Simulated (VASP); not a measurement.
# C (Fmmm) in VASP: notebook

The runs below take C through electric field gradients, with PBEsol.

All numbers are computed with VASP 6.6.1; they aren't measurements. Logs are shortened: lines on timing, memory, paths and dates and some standing lists are left out, and cuts for length are marked.

## (1) The cell of the first run

The structure is orthorhombic, space group Fmmm (No. 69). Conventional cell: a = 2.488 Å, b = 4.310 Å, c = 6.784 Å, α = 90.00°, β = 90.00°, γ = 90.00°. C (site symmetry m2m) has 3 C at 1.44 Å within 1.9 Å.

## (2) Electric field gradients, PBEsol (volume scaled by 1.04)

INCAR reads:

```
SYSTEM = C
PREC = Accurate ; ENCUT = 520
EDIFF = 1E-8 ; ISMEAR = -1
SIGMA = 0.05 ; LREAL = .False.
LASPH = .True. ; NELM = 80
ALGO = Normal ; ISIF = 2
LWAVE = .False. ; LCHARG = .False.
GGA = PS ; LEFG = .True.
NBANDS = 11
```

KPOINTS reads:

```
Automatic mesh
0
Gamma
  18 18 18
  0 0 0
```

POSCAR reads:

```
C
1.0
    0.0000000000      2.1549900519      3.3920576840
    1.2441597479      0.0000000000      3.3920576840
    1.2441597479      2.1549900519      0.0000000000
C
2
Direct
    0.1666700000      0.8333300000      0.1666700000
    0.8333300000      0.1666700000      0.8333300000
```

Potentials or basis: VASP PAW PBE potentials, release 64 (C).

Launch:

```bash
$ cat potpaw_PBE.64/C/POTCAR > POTCAR
$ mpirun -np 1 vasp_std > vasp.out
```

OUTCAR:

```text
SYSTEM = C
   PREC = Accurate
   ENCUT = 520
   EDIFF = 1E-8
   ISMEAR = -1
   LREAL = .False.
   LASPH = .True.
   NELM = 80
   ISIF = 2
   GGA = PS

 ion  position               nearest neighbor table
   1  0.167  0.833  0.167-   2 1.44   2 1.44   2 1.44
   2  0.833  0.167  0.833-   1 1.44   1 1.44   1 1.44

  LATTYP: Found a face centered orthorhombic cell.
 ALAT       =     2.4883194958
 B/A-ratio  =     1.7320846905
 C/A-ratio  =     2.7263843648

  Lattice vectors:

 A1 = (   0.0000000000,   2.1549900519,   3.3920576840)
 A2 = (   1.2441597479,   0.0000000000,   3.3920576840)
 A3 = (   1.2441597479,   2.1549900519,   0.0000000000)

Analysis of symmetry for initial positions (statically):
=====================================================================
 Subroutine PRICEL returns:
 Original cell was already a primitive cell.

 Routine SETGRP: Setting up the symmetry group for a
 face centered orthorhombic supercell.

 Subroutine GETGRP returns: Found  8 space group operations
 (whereof  8 operations were pure point group operations)
 out of a pool of  8 trial point group operations.

The static configuration has the point symmetry D_2h.

Analysis of symmetry for dynamics (positions and initial velocities):
=====================================================================
 Subroutine PRICEL returns:
 Original cell was already a primitive cell.

 Routine SETGRP: Setting up the symmetry group for a
 face centered orthorhombic supercell.

 Subroutine GETGRP returns: Found  8 space group operations
 (whereof  8 operations were pure point group operations)
 out of a pool of  8 trial point group operations.

The dynamic configuration has the point symmetry D_2h.

 Subroutine INISYM returns: Found  8 space group operations
 (whereof  8 operations are pure point group operations),
 and found     1 'primitive' translations

----------------------------------------------------------------------------------------

                                     Primitive cell

  volume of cell :      18.1892

  direct lattice vectors                    reciprocal lattice vectors
     0.000000000  2.154990052  3.392057684    -0.401877653  0.232019633  0.147403154
     1.244159748  0.000000000  3.392057684     0.401877653 -0.232019633  0.147403154
     1.244159748  2.154990052  0.000000000     0.401877653  0.232019633 -0.147403154

  length of vectors
     4.018710920  3.613030419  2.488356004     0.486894699  0.486894699  0.486894699

  position of ions in fractional coordinates (direct lattice)
     0.166670000  0.833330000  0.166670000
     0.833330000  0.166670000  0.833330000

  ion indices of the primitive-cell ions
   primitive index   ion index
                 1           1
                 2           2

----------------------------------------------------------------------------------------

 KPOINTS: Automatic mesh

Automatic generation of k-mesh.
 Grid dimensions read from file:
 generate k-points for:   18   18   18

 Generating k-lattice:

  Cartesian coordinates                     Fractional coordinates (reciprocal lattice)
    -0.022326536  0.012889980  0.008189064     0.055555556 -0.000000000 -0.000000000
     0.022326536 -0.012889980  0.008189064     0.000000000  0.055555556  0.000000000
     0.022326536  0.012889980 -0.008189064     0.000000000  0.000000000  0.055555556

  Length of vectors
     0.027049706  0.027049706  0.027049706

  Shift w.r.t. Gamma in fractional coordinates (k-lattice)
     0.000000000  0.000000000  0.000000000

 Subroutine IBZKPT returns following result:
 ===========================================

 Found    865 irreducible k-points:

 Following reciprocal coordinates:
            Coordinates               Weight
  0.000000  0.000000  0.000000      1.000000
  0.055556  0.000000 -0.000000      8.000000
  0.111111  0.000000 -0.000000      8.000000
  0.166667  0.000000 -0.000000      8.000000
  0.222222  0.000000 -0.000000      8.000000
  0.277778 -0.000000 -0.000000      8.000000
[... 16 lines left out ...]
 -0.277778  0.055556  0.000000      8.000000
 -0.222222  0.055556  0.000000      8.000000
 [... further k-points ...]
   k-points           NKPTS =    865   k-points in BZ     NKDIM =    865   number of bands    NBANDS=     11
   number of dos      NEDOS =    301   number of ions     NIONS =      2
   total plane-waves  NPLWV =  16800
   dimension x,y,z NGX =    30 NGY =   28 NGZ =   20
   dimension x,y,z NGXF=    60 NGYF=   56 NGZF=   40
   ions per type =               2
   NGX,Y,Z   is equivalent  to a cutoff of  12.41, 12.88, 13.36 a.u.
   NGXF,Y,Z  is equivalent  to a cutoff of  24.82, 25.77, 26.72 a.u.
 SYSTEM =  C
   PREC   = accura    normal or accurate (medium, high low for compatibility)
   ISTART =      0    job   : 0-new  1-cont  2-samecut
   ICHARG =      2    charge: 1-file 2-atom 10-const
   ISPIN  =      1    spin polarized calculation?
   LNONCOLLINEAR =      F non collinear calculations
   LSORBIT =      F    spin-orbit coupling
   LASPH  =      T    aspherical Exc in radial PAW
   ENCUT  =  520.0 eV  38.22 Ry    6.18 a.u.   7.47  6.72  4.63*2*pi/ulx,y,z
   NELM   =     80;   NELMIN=  2; NELMDL= -5     # of ELM steps
   EDIFF  = 0.1E-07   stopping-criterion for ELM
   LREAL  =      F    real-space projection
   EDIFFG = 0.1E-06   stopping-criterion for IOM
   NSW    =      0    number of steps for IOM
   IBRION =     -1    ionic relax: 0-MD 1-quasi-New 2-CG
   NFREE  =      0    steps in history (QN), initial steepest desc. (CG)
   ISIF   =      2    stress and relaxation
   ISYM   =      2    0-nonsym 1-usesym 2-fastsym
   POTIM  = 0.5000    time-step for ionic-motion
   TEBEG  =    0.0;   TEEND  =   0.0 temperature during run
   PSTRESS=    0.0 pullay stress
   NELECT =       8.0000    total number of electrons
   NUPDOWN=      -1.0000    fix difference up-down
   EMIN   =  10.00;   EMAX   =-10.00  energy-range for DOS
   EFERMI =   0.00;   METHOD = LEGACY
   ISMEAR =    -1;   SIGMA  =   0.05  broadening in eV -4-tet -1-fermi 0-gaus
   EFERMI_NEDOS =   21; number of points for ismear=-14 and -15
   IALGO  =     38    algorithm
   IMIX   =      4    mixing-type and parameters
     AMIX     =   0.40;   BMIX     =  1.00
     AMIX_MAG =   1.60;   BMIX_MAG =  1.00
  volume/ion in A,a.u.               =       9.09        61.37
  Fermi-wavevector in a.u.,A,eV,Ry     =   1.244992  2.352694 21.089104  1.550005
  Thomas-Fermi vector in A             =   2.379234
   LORBIT       =      0    0 simple, 1 ext, 2 COOP (PROOUT), +10 PAW based schemes
   GGA     = PS    functional components
   LHFCALC =     F    Hartree Fock is set to
   AEXX    =    0.0000 exact exchange contribution
   IVDW    =     0    specifies the selected vdW correction
   LEPSILON=     F    determine dielectric tensor
   LRPA    =     F    only Hartree local field effects (RPA)
 non-spin polarized calculation
  energy-cutoff  :      520.00
  volume of cell :       18.19
 maximum number of plane-waves:       509
 NGX is ok and might be reduce to    30
   NGX = 15   NGY = 13   NGZ =  9

 number of electron       8.0000000 magnetization

 Free energy of the ion-electron system (eV)
  ---------------------------------------------------
  ext. energy  EPLUGINS =         0.00000000
  ---------------------------------------------------
  free energy    TOTEN  =       -19.26706663 eV

  energy without entropy =      -19.26684280  energy(sigma->0) =      -19.26695471

 E-fermi :   4.3366     XC(G=0): -10.4124

 val. band max:        4.3013614238   @ k =  -0.2778   0.0556   0.3333
 cond. band min:       4.3771963765   @ k =  -0.2222   0.1111   0.3333
 fundamental gap:      0.0758349526
 Fermi energy:         4.3366378991

 k-point     1 :       0.0000    0.0000    0.0000
  band No.  band energies     occupation
      1     -15.0447      2.00000
      2      -2.0826      2.00000
      3       1.3490      2.00000
      4       1.3729      2.00000
      5       8.4106      0.00000
      6      12.4583      0.00000
      7      12.5280      0.00000
      8      15.4204      0.00000
      9      16.4294      0.00000
     10      26.3079      0.00000
     11      29.2720      0.00000
[... 309 lines left out ...]
 k-point    24 :      -0.2222    0.0556    0.0000
  band No.  band energies     occupation
      1     -13.2345      2.00000
      2      -3.6587      2.00000
      3      -0.8783      2.00000
      4      -0.2500      2.00000
      5      10.3184      0.00000
      6      10.9334      0.00000
      7      12.0708      0.00000
      8      18.3517      0.00000
      9      19.9316      0.00000
     10      22.1604      0.00000
     11      27.1626      0.00000

 [... further k-points ...]
[... 5 lines left out ...]
  --------------------------------------------------------------------------------------
  -------------------------------------------------------------------------------------
  Total       -1.4834358     -1.5356117      0.1517261      0.0000000      0.0000000      0.0000000
  in kB     -130.6666310   -135.2624802     13.3646062      0.0000000      0.0000000      0.0000000
  external PRESSURE =     -84.1881683 kB  Pullay stress =       0.0000000 kB

 VOLUME and BASIS-vectors are now :
 -----------------------------------------------------------------------------
  energy-cutoff  :      520.00
  volume of cell :       18.19
      direct lattice vectors                 reciprocal lattice vectors
     0.000000000  2.154990052  3.392057684    -0.401877653  0.232019633  0.147403154
     1.244159748  0.000000000  3.392057684     0.401877653 -0.232019633  0.147403154
     1.244159748  2.154990052  0.000000000     0.401877653  0.232019633 -0.147403154

 POSITION                                       TOTAL-FORCE (eV/Angst)
 -----------------------------------------------------------------------------------
      1.24416      0.71834      3.39206         0.000000      0.003957      0.000000
      1.24416      3.59164      3.39206         0.000000     -0.003957      0.000000
 -----------------------------------------------------------------------------------
    total drift:                               -0.000000     -0.000000     -0.000000

  FREE ENERGIE OF THE ION-ELECTRON SYSTEM (eV)
  ---------------------------------------------------
  free  energy   TOTEN  =       -19.2670666264 eV

  energy  without entropy=      -19.2668427981  energy(sigma->0) =      -19.26695471

 Electric field gradients (V/A^2)
---------------------------------------------------------------------
 ion       V_xx      V_yy      V_zz      V_xy      V_xz      V_yz
---------------------------------------------------------------------
   1     -14.850   -14.811    29.660     0.000     0.000     0.000
   2     -14.850   -14.811    29.660     0.000     0.000     0.000
---------------------------------------------------------------------

 Electric field gradients after diagonalization (V/A^2)
 (convention: |V_zz| > |V_xx| > |V_yy|)
----------------------------------------------------------------------
 ion       V_xx      V_yy      V_zz     asymmetry (V_yy - V_xx)/ V_zz
----------------------------------------------------------------------
   1     -14.850   -14.811    29.660       0.001
   2     -14.850   -14.811    29.660       0.001
----------------------------------------------------------------------

           NMR quadrupolar parameters

 Cq : quadrupolar parameter    Cq=e*Q*V_zz/h
 eta: asymmetry parameters     (V_yy - V_xx)/ V_zz
 Q  : nuclear electric quadrupole moment in mb (millibarn)
----------------------------------------------------------------------
 ion       Cq(MHz)       eta       Q (mb)
----------------------------------------------------------------------
   1       0.072       0.001       1.000
   2       0.072       0.001       1.000
----------------------------------------------------------------------
```

It took 94 s on 1 thread of Intel Xeon 6975P-C (Granite Rapids), shared host; peak memory 0.25 GiB.

Results:

| Quantity | Value |
| --- | --- |
| Free energy | -19.2671 eV |
| Pressure | -8.4 GPa |
| Largest force | 0.004 eV/Å |
| Band gap on the k mesh | 0.08 eV, indirect (least direct gap 0.15 eV) |

Forces on the atoms (eV/Å):
```
C    0.000  0.004  0.000
C    0.000 -0.004  0.000
```

Electric field gradients, principal values (V/Å²):
```
atom    least   middle  greatest (by size)
 1 C  -14.811  -14.850              29.660
 2 C  -14.811  -14.850              29.660
```

Caveat: without QUAD_EFG the Cq values of the log hold for a quadrupole moment of 1 mb, not for the nuclei; the PAW data sets were made with another functional, which shifts forces and pressure a little.

## (3) Electric field gradients, PBEsol (equal xx and yy strain of -1 %)

INCAR reads:

```
ALGO = Normal
EDIFF = 1E-8
ENCUT = 520
GGA = PS
ISIF = 2
ISMEAR = -1
LASPH = T
LCHARG = F
LEFG = T
LREAL = F
LWAVE = F
NBANDS = 11
NELM = 80
PREC = Accurate
SIGMA = 0.05
```

KPOINTS reads:

```
k-points
0
Gamma
  18 18 18
```

POSCAR reads:

```
C
1.0
    0.0000000000      2.1057300000      3.3480000000
    1.2157200000      0.0000000000      3.3480000000
    1.2157200000      2.1057300000      0.0000000000
C
2
Direct
    0.1666700000      0.8333300000      0.1666700000
    0.8333300000      0.1666700000      0.8333300000
```

Potentials or basis: VASP PAW PBE potentials, release 64 (C).

Launch:

```bash
$ cat potpaw_PBE.64/C/POTCAR > POTCAR
$ mpirun -np 1 vasp_std > vasp.out
```

OUTCAR:

```text
EDIFF = 1E-8
   ENCUT = 520
   GGA = PS
   ISIF = 2
   ISMEAR = -1
   LASPH = T
   LREAL = F
   NELM = 80
   PREC = Accurate

 ion  position               nearest neighbor table
   1  0.167  0.833  0.167-   2 1.40   2 1.40   2 1.40
   2  0.833  0.167  0.833-   1 1.40   1 1.40   1 1.40

  LATTYP: Found a face centered orthorhombic cell.
 ALAT       =     2.4314400000
 B/A-ratio  =     1.7320846906
 C/A-ratio  =     2.7539236008

  Lattice vectors:

 A1 = (   0.0000000000,   2.1057300000,   3.3480000000)
 A2 = (   1.2157200000,   0.0000000000,   3.3480000000)
 A3 = (   1.2157200000,   2.1057300000,   0.0000000000)

Analysis of symmetry for initial positions (statically):
=====================================================================
 Subroutine PRICEL returns:
 Original cell was already a primitive cell.

 Routine SETGRP: Setting up the symmetry group for a
 face centered orthorhombic supercell.

 Subroutine GETGRP returns: Found  8 space group operations
[... 524 lines left out ...]
      direct lattice vectors                 reciprocal lattice vectors
     0.000000000  2.105730000  3.348000000    -0.411278913  0.237447346  0.149342891
     1.215720000  0.000000000  3.348000000     0.411278913 -0.237447346  0.149342891
     1.215720000  2.105730000  0.000000000     0.411278913  0.237447346 -0.149342891

 POSITION                                       TOTAL-FORCE (eV/Angst)
 -----------------------------------------------------------------------------------
      1.21572      0.70192      3.34800         0.000000      0.003782      0.000000
      1.21572      3.50954      3.34800         0.000000     -0.003782      0.000000
 -----------------------------------------------------------------------------------
    total drift:                               -0.000000     -0.000000     -0.000000

  FREE ENERGIE OF THE ION-ELECTRON SYSTEM (eV)
  ---------------------------------------------------
  free  energy   TOTEN  =       -19.2613438912 eV

  energy  without entropy=      -19.2611344099  energy(sigma->0) =      -19.26123915

 Electric field gradients (V/A^2)
---------------------------------------------------------------------
 ion       V_xx      V_yy      V_zz      V_xy      V_xz      V_yz
---------------------------------------------------------------------
   1     -16.798   -16.757    33.555    -0.000     0.001     0.000
   2     -16.798   -16.757    33.555    -0.000     0.001     0.000
---------------------------------------------------------------------

 Electric field gradients after diagonalization (V/A^2)
 (convention: |V_zz| > |V_xx| > |V_yy|)
----------------------------------------------------------------------
 ion       V_xx      V_yy      V_zz     asymmetry (V_yy - V_xx)/ V_zz
----------------------------------------------------------------------
   1     -16.798   -16.757    33.555       0.001
   2     -16.798   -16.757    33.555       0.001
----------------------------------------------------------------------

           NMR quadrupolar parameters

 Cq : quadrupolar parameter    Cq=e*Q*V_zz/h
 eta: asymmetry parameters     (V_yy - V_xx)/ V_zz
 Q  : nuclear electric quadrupole moment in mb (millibarn)
----------------------------------------------------------------------
 ion       Cq(MHz)       eta       Q (mb)
----------------------------------------------------------------------
   1       0.081       0.001       1.000
   2       0.081       0.001       1.000
----------------------------------------------------------------------
```

Wall time 1.9 min (1 thread of Intel Xeon Platinum 8488C (Sapphire Rapids), shared host); peak memory 0.24 GiB.

What came out:

```yaml
Free_energy: -19.2613 eV
Pressure: 11.1 GPa
Largest_force: 0.004 eV/Å
Band_gap_on_the_k_mesh: 0.08 eV, indirect (least direct gap 0.15 eV)
```

Forces on the atoms (eV/Å):
```
C    0.000  0.004  0.000
C    0.000 -0.004  0.000
```

Stress tensor (GPa, compression positive):
```
16.04  0.00  0.00
 0.00 15.53  0.00
 0.00  0.00  1.67
```

Levels at points of the mesh, in eV from the valence-band top:
```csv
k point,band 1,band 2,band 3,band 4,band 5,band 6,band 7,band 8
"(0.00, 0.00, 0.00)",-19.91,-6.81,-2.92,-2.89,3.94,8.62,8.69,11.96
"(0.50, 0.00, 0.00)",-14.28,-13.44,-6.44,-2.41,1.66,7.82,12.57,13.60
"(0.50, 0.50, 0.00)",-19.60,-8.82,-2.93,-2.91,8.59,8.65,10.30,12.11
"(0.50, 0.00, 0.50)",-14.39,-13.53,-6.42,-1.62,2.57,8.04,11.15,11.32
"(0.00, 0.50, 0.50)",-14.16,-13.35,-6.47,-3.09,0.93,7.63,13.89,17.43
```

Electric field gradients, principal values (V/Å²):
```tsv
atom	least	middle	greatest (by size)
1 C	-16.757	-16.798	33.555
2 C	-16.757	-16.798	33.555
```

Caveat: the cell differs from its parent crystal (equal xx and yy strain of -1 %); without QUAD_EFG the Cq values of the log hold for a quadrupole moment of 1 mb, not for the nuclei; the PAW data sets were made with another functional, which shifts forces and pressure a little. A k mesh can miss the band edges.
